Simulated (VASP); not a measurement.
# SnTe (Fm-3m) in VASP: further runs

Runs on SnTe. Level: HSE06. Tasks: single point.

All numbers are computed with VASP 6.6.1; they aren't measurements. Logs are shortened: lines on timing, memory, paths and dates and some standing lists are left out, and cuts for length are marked.

### 1 The cell of the first run

The structure is cubic, space group Fm-3m (No. 225). The conventional cell has a = 6.379 Å, b = 6.379 Å, c = 6.379 Å, α = 90.00°, β = 90.00°, γ = 90.00°. Sn (site symmetry m-3m) has 6 Te at 3.19 Å within 4.2 Å. Te (site symmetry m-3m) has 6 Sn at 3.19 Å within 4.2 Å.

### 2 Single point, HSE06

POSCAR

```
SnTe
1.0
    0.0000000000      3.1893303407      3.1893303407
    3.1893303407      0.0000000000      3.1893303407
    3.1893303407      3.1893303407      0.0000000000
Sn Te
1 1
Direct
    0.0000000000      0.0000000000      0.0000000000
    0.5000000000      0.5000000000      0.5000000000
```

INCAR.step1

```
PREC = Accurate
ENCUT = 520
EDIFF = 1E-5
ISMEAR = 1
SIGMA = 0.2
LREAL = False
LASPH = True
NELM = 80
ALGO = Normal
ISIF = 2
LWAVE = True
LCHARG = False
GGA = PE
NBANDS = 17
```

INCAR.step2

```
PREC = Accurate
ENCUT = 520
EDIFF = 1E-6
ISMEAR = 1
SIGMA = 0.2
LREAL = False
LASPH = True
NELM = 80
ALGO = Normal
ISIF = 2
LWAVE = False
LCHARG = False
GGA = PE
LHFCALC = True
HFSCREEN = 0.2079
PRECFOCK = Normal
ISTART = 1
NBANDS = 17
```

KPOINTS

```
regular mesh
0
Gamma
  4 4 4
```

Potentials or basis: VASP PAW PBE potentials, release 64 (Sn_d, Te).

On the command line:

```sh
> cat potpaw_PBE.64/Sn_d/POTCAR potpaw_PBE.64/Te/POTCAR > POTCAR
> cp INCAR.step1 INCAR
> mpirun -np 1 vasp_std > vasp.out
> cp INCAR.step2 INCAR
> mpirun -np 1 vasp_std > vasp.out
```

OUTCAR:

```text
PREC = Accurate
   ENCUT = 520
   EDIFF = 1E-6
   ISMEAR = 1
   LREAL = False
   LASPH = True
   NELM = 80
   ISIF = 2
   GGA = PE
   LHFCALC = True
   HFSCREEN = 0.2079
   PRECFOCK = Normal
   ISTART = 1

 ion  position               nearest neighbor table
   1  0.000  0.000  0.000-   2 3.19   2 3.19   2 3.19   2 3.19   2 3.19   2 3.19
   2  0.500  0.500  0.500-   1 3.19   1 3.19   1 3.19   1 3.19   1 3.19   1 3.19

  LATTYP: Found a face centered cubic cell.
 ALAT       =     6.3786606814

  Lattice vectors:

 A1 = (   0.0000000000,   3.1893303407,   3.1893303407)
 A2 = (   3.1893303407,   0.0000000000,   3.1893303407)
 A3 = (   3.1893303407,   3.1893303407,   0.0000000000)

Analysis of symmetry for initial positions (statically):
=====================================================================
 Subroutine PRICEL returns:
 Original cell was already a primitive cell.

 Routine SETGRP: Setting up the symmetry group for a
 face centered cubic supercell.

 Subroutine GETGRP returns: Found 48 space group operations
[... 9 lines left out ...]

 Routine SETGRP: Setting up the symmetry group for a
 face centered cubic supercell.

 Subroutine GETGRP returns: Found 48 space group operations
[... 11 lines left out ...]
                                     Primitive cell

  volume of cell :      64.8826

  direct lattice vectors                    reciprocal lattice vectors
     0.000000000  3.189330341  3.189330341    -0.156772722  0.156772722  0.156772722
     3.189330341  0.000000000  3.189330341     0.156772722 -0.156772722  0.156772722
     3.189330341  3.189330341  0.000000000     0.156772722  0.156772722 -0.156772722

  length of vectors
     4.510394223  4.510394223  4.510394223     0.271538320  0.271538320  0.271538320

  position of ions in fractional coordinates (direct lattice)
     0.000000000  0.000000000  0.000000000
     0.500000000  0.500000000  0.500000000

  ion indices of the primitive-cell ions
   primitive index   ion index
                 1           1
                 2           2

----------------------------------------------------------------------------------------

 KPOINTS: regular mesh

Automatic generation of k-mesh.
 Grid dimensions read from file:
 generate k-points for:    4    4    4

 Generating k-lattice:

  Cartesian coordinates                     Fractional coordinates (reciprocal lattice)
    -0.039193181  0.039193181  0.039193181     0.250000000  0.000000000  0.000000000
     0.039193181 -0.039193181  0.039193181     0.000000000  0.250000000  0.000000000
     0.039193181  0.039193181 -0.039193181     0.000000000  0.000000000  0.250000000

  Length of vectors
     0.067884580  0.067884580  0.067884580

  Shift w.r.t. Gamma in fractional coordinates (k-lattice)
     0.000000000  0.000000000  0.000000000

 Subroutine IBZKPT returns following result:
 ===========================================

 Found      8 irreducible k-points:

 Following reciprocal coordinates:
            Coordinates               Weight
  0.000000  0.000000  0.000000      1.000000
  0.250000  0.000000  0.000000      8.000000
  0.500000  0.000000  0.000000      4.000000
  0.250000  0.250000  0.000000      6.000000
  0.500000  0.250000  0.000000     24.000000
 -0.250000  0.250000  0.000000     12.000000
  0.500000  0.500000  0.000000      3.000000
 -0.250000  0.500000  0.250000      6.000000
   k-points           NKPTS =      8   k-points in BZ     NKDIM =     64   number of bands    NBANDS=     17
   number of dos      NEDOS =    301   number of ions     NIONS =      2
   total plane-waves  NPLWV =  46656
   dimension x,y,z NGX =    36 NGY =   36 NGZ =   36
   dimension x,y,z NGXF=    72 NGYF=   72 NGZF=   72
   ions per type =               1   1
   NGX,Y,Z   is equivalent  to a cutoff of  13.27, 13.27, 13.27 a.u.
   NGXF,Y,Z  is equivalent  to a cutoff of  26.54, 26.54, 26.54 a.u.
 SYSTEM =  unknown system
   PREC   = accura    normal or accurate (medium, high low for compatibility)
   ISTART =      1    job   : 0-new  1-cont  2-samecut
   ICHARG =      0    charge: 1-file 2-atom 10-const
   ISPIN  =      1    spin polarized calculation?
   LNONCOLLINEAR =      F non collinear calculations
   LSORBIT =      F    spin-orbit coupling
   LASPH  =      T    aspherical Exc in radial PAW
   ENCUT  =  520.0 eV  38.22 Ry    6.18 a.u.   8.39  8.39  8.39*2*pi/ulx,y,z
   NELM   =     80;   NELMIN=  2; NELMDL=  0     # of ELM steps
   EDIFF  = 0.1E-05   stopping-criterion for ELM
   LREAL  =      F    real-space projection
   EDIFFG = 0.1E-04   stopping-criterion for IOM
   NSW    =      0    number of steps for IOM
   IBRION =     -1    ionic relax: 0-MD 1-quasi-New 2-CG
   NFREE  =      0    steps in history (QN), initial steepest desc. (CG)
   ISIF   =      2    stress and relaxation
   ISYM   =      3    0-nonsym 1-usesym 2-fastsym
   POTIM  = 0.5000    time-step for ionic-motion
   TEBEG  =    0.0;   TEEND  =   0.0 temperature during run
   PSTRESS=    0.0 pullay stress
   NELECT =      20.0000    total number of electrons
   NUPDOWN=      -1.0000    fix difference up-down
   EMIN   =  10.00;   EMAX   =-10.00  energy-range for DOS
   EFERMI =   0.00;   METHOD = LEGACY
   ISMEAR =     1;   SIGMA  =   0.20  broadening in eV -4-tet -1-fermi 0-gaus
   EFERMI_NEDOS =   21; number of points for ismear=-14 and -15
   IALGO  =     38    algorithm
   IMIX   =      1    mixing-type and parameters
     AMIX     =   0.40;   BMIX     =  1.00
     AMIX_MAG =   1.60;   BMIX_MAG =  1.00
  volume/ion in A,a.u.               =      32.44       218.92
  Fermi-wavevector in a.u.,A,eV,Ry     =   1.105882  2.089813 16.639575  1.222974
  Thomas-Fermi vector in A             =   2.242375
   LORBIT       =      0    0 simple, 1 ext, 2 COOP (PROOUT), +10 PAW based schemes
   GGA     = PE    functional components
   LHFCALC =     T    Hartree Fock is set to
   PRECFOCK=normal    Normal, Fast or Accurate (Low or Medium for compatibility)
   ENCUT4O =  -1.0   cutoff for four orbital integrals eV
   NKREDX  =     1    reduce k-point grid by
   NKREDY  =     1    reduce k-point grid by
   NKREDZ  =     1    reduce k-point grid by
   AEXX    =    0.2500 exact exchange contribution
   HFSCREEN=    0.2079 screening length (either q_TF or 0.3 A-1)
   HFSCREENC=   0.2079 screening length for correlation (either q_TF or 0.3 A-1)
   ENCUTFOCK=  -1.0 apply spherical cutoff to Coloumb kernel
   IVDW    =     0    specifies the selected vdW correction
   LEPSILON=     F    determine dielectric tensor
   LRPA    =     F    only Hartree local field effects (RPA)
 non-spin polarized calculation
 Methfessel and Paxton  Order N= 1 SIGMA  =   0.20
  energy-cutoff  :      520.00
  volume of cell :       64.88
 maximum number of plane-waves:      1807
 NGX is ok and might be reduce to    36
  NGX = 28; NGY = 28; NGZ = 28

 number of electron      20.0000002 magnetization

 Free energy of the ion-electron system (eV)
  ---------------------------------------------------
  ext. energy  EPLUGINS =         0.00000000
  ---------------------------------------------------
  free energy    TOTEN  =        -9.02017310 eV

  energy without entropy =       -9.01724388  energy(sigma->0) =       -9.01919669

 E-fermi :   6.4964     XC(G=0):  -7.7984

 val. band max:        6.4004311853   @ k =   0.5000   0.0000   0.0000
 cond. band min:       6.5917724959   @ k =   0.5000   0.0000   0.0000
 fundamental gap:      0.1913413105
 Fermi energy:         6.4963883734

 k-point     1 :       0.0000    0.0000    0.0000
  band No.  band energies     occupation
      1     -17.9082      2.00000
      2     -17.9082      2.00000
      3     -17.8981      2.00000
      4     -17.8981      2.00000
      5     -17.8981      2.00000
      6      -7.5746      2.00000
[... 9 lines left out ...]
     16      11.6202      0.00000
     17      13.7295      0.00000

 k-point     2 :       0.2500    0.0000    0.0000
  band No.  band energies     occupation
      1     -17.9107      2.00000
      2     -17.9107      2.00000
      3     -17.8974      2.00000
      4     -17.8954      2.00000
      5     -17.8954      2.00000
      6      -7.0427      2.00000
[... 9 lines left out ...]
     16      12.8829      0.00000
     17      16.8268      0.00000

 k-point     3 :       0.5000    0.0000    0.0000
  band No.  band energies     occupation
      1     -17.9135      2.00000
      2     -17.9135      2.00000
      3     -17.8969      2.00000
      4     -17.8923      2.00000
      5     -17.8923      2.00000
      6      -6.2215      2.00000
[... 9 lines left out ...]
     16      15.8725      0.00000
     17      15.8725      0.00000

 k-point     4 :       0.2500    0.2500    0.0000
  band No.  band energies     occupation
      1     -17.9160      2.00000
      2     -17.9062      2.00000
      3     -17.8997      2.00000
      4     -17.8936      2.00000
      5     -17.8936      2.00000
      6      -6.8770      2.00000
[... 9 lines left out ...]
     16      14.5711      0.00000
     17      14.5711      0.00000

 k-point     5 :       0.5000    0.2500    0.0000
  band No.  band energies     occupation
      1     -17.9185      2.00000
      2     -17.9086      2.00000
      3     -17.8979      2.00000
      4     -17.8921      2.00000
      5     -17.8908      2.00000
      6      -6.0900      2.00000
[... 9 lines left out ...]
     16      16.2082      0.00000
     17      17.0875      0.00000

 k-point     6 :      -0.2500    0.2500    0.0000
  band No.  band energies     occupation
      1     -17.9133      2.00000
      2     -17.9124      2.00000
      3     -17.8955      2.00000
      4     -17.8938      2.00000
      5     -17.8933      2.00000
      6      -6.3449      2.00000
[... 9 lines left out ...]
     16      14.8514      0.00000
     17      15.8383      0.00000

 k-point     7 :       0.5000    0.5000    0.0000
  band No.  band energies     occupation
      1     -17.9241      2.00000
      2     -17.9042      2.00000
      3     -17.9014      2.00000
      4     -17.8888      2.00000
      5     -17.8888      2.00000
      6      -5.9124      2.00000
[... 9 lines left out ...]
     16      17.5944      0.00000
     17      17.7733      0.00000

 k-point     8 :      -0.2500    0.5000    0.2500
  band No.  band energies     occupation
      1     -17.9191      2.00000
      2     -17.9091      2.00000
      3     -17.8952      2.00000
      4     -17.8952      2.00000
      5     -17.8888      2.00000
      6      -5.8180      2.00000
[... 9 lines left out ...]
     16      17.2348      0.00000
     17      17.8938      0.00000

------------------------ aborting loop because EDIFF is reached ----------------------------------------

  FORCE on cell =-STRESS in cart. coord.  units (eV):
  Direction    XX          YY          ZZ          XY          YZ          ZX
  --------------------------------------------------------------------------------------
  -------------------------------------------------------------------------------------
  Total       -0.2647253     -0.2647253     -0.2647253      0.0000000      0.0000000      0.0000000
  in kB       -6.5369861     -6.5369861     -6.5369861      0.0000000      0.0000000      0.0000000
  external PRESSURE =      -6.5369861 kB  Pullay stress =       0.0000000 kB

 VOLUME and BASIS-vectors are now :
 -----------------------------------------------------------------------------
  energy-cutoff  :      520.00
  volume of cell :       64.88
      direct lattice vectors                 reciprocal lattice vectors
     0.000000000  3.189330341  3.189330341    -0.156772722  0.156772722  0.156772722
     3.189330341  0.000000000  3.189330341     0.156772722 -0.156772722  0.156772722
     3.189330341  3.189330341  0.000000000     0.156772722  0.156772722 -0.156772722

 POSITION                                       TOTAL-FORCE (eV/Angst)
 -----------------------------------------------------------------------------------
      0.00000      0.00000      0.00000         0.000000     -0.000000      0.000000
      3.18933      3.18933      3.18933         0.000000      0.000000      0.000000
 -----------------------------------------------------------------------------------
    total drift:                                0.000001      0.000001      0.000000

  FREE ENERGIE OF THE ION-ELECTRON SYSTEM (eV)
  ---------------------------------------------------
  free  energy   TOTEN  =        -9.0201730998 eV

  energy  without entropy=       -9.0172438828  energy(sigma->0) =       -9.01919669
```

Run time: 17 min. Hardware: 1 thread of Oxide Virtual Turin-like, shared host; peak memory 0.29 GiB.

What came out:

```
Free energy            : -9.0202 eV
Pressure               : -0.7 GPa
Band gap on the k mesh : 0.19 eV, direct
```

Caveat: the k points lie up to 0.43 Å⁻¹ apart; the PAW data sets were made with another functional, which shifts forces and pressure a little; spin-orbit coupling is left out, which moves the levels of the heavy elements. A k mesh can miss the band edges.

### 3 Single point, HSE06

POSCAR is that of step 2.

INCAR.step1

```
PREC = Accurate
ENCUT = 520
EDIFF = 1E-5
ISMEAR = -1
SIGMA = 0.02
LREAL = F
LASPH = T
NELM = 80
ALGO = Normal
ISIF = 2
LWAVE = T
LCHARG = F
NBANDS = 17
GGA = PE
```

INCAR.step2

```
PREC = Accurate
ENCUT = 520
EDIFF = 1E-6
ISMEAR = -1
SIGMA = 0.02
LREAL = F
LASPH = T
NELM = 80
ALGO = Normal
ISIF = 2
LWAVE = F
LCHARG = F
GGA = PE
LHFCALC = T
HFSCREEN = 0.2079
PRECFOCK = Normal
NBANDS = 17
ISTART = 1
```

KPOINTS

```
regular mesh
0
Gamma
  5 5 5
```

Potentials or basis: VASP PAW PBE potentials, release 64 (Sn_d, Te).

On the command line:

```sh
> cat potpaw_PBE.64/Sn_d/POTCAR potpaw_PBE.64/Te/POTCAR > POTCAR
> cp INCAR.step1 INCAR
> mpirun -np 1 vasp_std > vasp.out
> cp INCAR.step2 INCAR
> mpirun -np 1 vasp_std > vasp.out
```

It took 33 min on 1 thread of Oxide Virtual Turin-like, shared host; peak memory 0.3 GiB.

It converged, with:

* Free energy: -9.0325 eV
* Pressure: -0.6 GPa

Levels at points of the mesh, in eV from the Fermi level:
```tsv
k point	band 7	band 8	band 9	band 10	band 11	band 12	band 13	band 14
(0.00, 0.00, 0.00)	-5.35	-2.56	-2.56	-2.56	3.68	3.68	3.68	5.10
```

Caveat: this odd mesh misses L, where the gap lies, so gap, dielectric constants and Born charges aren't listed; the PAW data sets were made with another functional, which shifts forces and pressure a little; spin-orbit coupling is left out, which moves the levels of the heavy elements.
